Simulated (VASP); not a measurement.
Wanted: the native input for a VASP 6.6.1 run.

* Task: single point
* Functional: LDA
* Potentials or basis: VASP PAW LDA potentials, release 64 (Sn_d, O)
* Cutoff: 520 eV
* k mesh: 6 × 6 × 6
* Occupations: gaussian, width 0.05 eV
* Spin: no spin polarisation
* Dipole correction: no
* Further INCAR settings: ALGO = Normal; EDIFF = 1e-06; NBANDS = 64

The structure of SnO2 lies in POSCAR:

```
SnO2
1.0
    3.1092000000      1.7950974570      3.8825333333
   -3.1092000000      1.7950974570      3.8825333333
    0.0000000000     -3.5901949139      3.8825333333
Sn O
4 8
Direct
    0.8645353782      0.8645353782      0.8645353782
    0.3648691645      0.3648691645      0.8648751974
    0.3648691645      0.8648751974      0.3648691645
    0.8648751974      0.3648691645      0.3648691645
    0.1199116729      0.6196051221      0.6196051221
    0.6196051221      0.1199116729      0.6196051221
    0.6196051221      0.6196051221      0.1199116729
    0.6099370359      0.6099370359      0.6099370359
    0.1198492242      0.1198492242      0.1198492242
    0.1096932183      0.1096932183      0.6100024814
    0.1096932183      0.6100024814      0.1096932183
    0.6100024814      0.1096932183      0.1096932183
```

These files were run (other wordings do the same):

INCAR

```
SYSTEM = SnO2
ALGO = Normal ; EDIFF = 1E-6
ENCUT = 520 ; GGA = CA
ISIF = 2 ; ISMEAR = 0
LASPH = .True. ; LCHARG = .False.
LREAL = .False. ; LWAVE = .False.
NBANDS = 64 ; NELM = 60
PREC = Accurate ; SIGMA = 0.05
```

KPOINTS

```
k-points
0
Gamma
  6 6 6
  0 0 0
```

Potentials or basis: VASP PAW LDA potentials, release 64 (Sn_d, O).

The run is started by

```console
$ cat potpaw_LDA.64/Sn_d/POTCAR potpaw_LDA.64/O/POTCAR > POTCAR
$ mpirun -np 1 vasp_std > vasp.out
```

Results of the run:

```json
{
 "Pressure": "28.1 GPa",
 "Largest force": "1.516 eV/Å",
 "Band gap on the k mesh": "2.46 eV"
}
```

Caveat: the cell stands under pressure; spin-orbit coupling is left out, which moves the levels of the heavy elements; forces of over 1 eV/Å act on the atoms, so gaps and moduli don't describe the material at rest.

It took 120 s on 1 thread of Intel(R) Xeon(R) Platinum 8559C (Emerald Rapids) (shared host), peak memory 0.31 GiB.
